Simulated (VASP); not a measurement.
Input of a VASP 6.6.1 run:

The input INCAR:

```
PREC = Accurate ; ENCUT = 600
EDIFF = 1E-6 ; ISMEAR = 0
SIGMA = 0.02 ; LREAL = False
LASPH = True ; NELM = 60
ALGO = Normal ; ISIF = 3
LWAVE = False ; LCHARG = False
IBRION = 2 ; NSW = 100
EDIFFG = -0.005
```

KPOINTS

```
Automatic mesh
0
Gamma
  12 12 12
```

POSCAR

```
Si
1.0
    0.0000000000      2.7009711377      2.7009711377
    2.7009711377      0.0000000000      2.7009711377
    2.7009711377      2.7009711377      0.0000000000
Si
2
Direct
    0.7500000000      0.7500000000      0.7500000000
    0.5000000000      0.5000000000      0.5000000000
```

Potentials or basis: VASP PAW LDA potentials, release 64 (Si).

Command:

```bash
$ cat potpaw_LDA.64/Si/POTCAR > POTCAR
$ mpirun -np 1 vasp_std > vasp.out
```

(1) Predict the space group after relaxing (to 0.05 Å).

(2) Predict the relaxed volume.

(3) What does it give for the relaxed cell?

Results:

(1) Fd-3m (No. 227).

(2) 19.72 Å³/atom.

(3) a = 3.820 Å, b = 3.820 Å, c = 3.820 Å, α = 60.00°, β = 60.00°, γ = 60.00°.
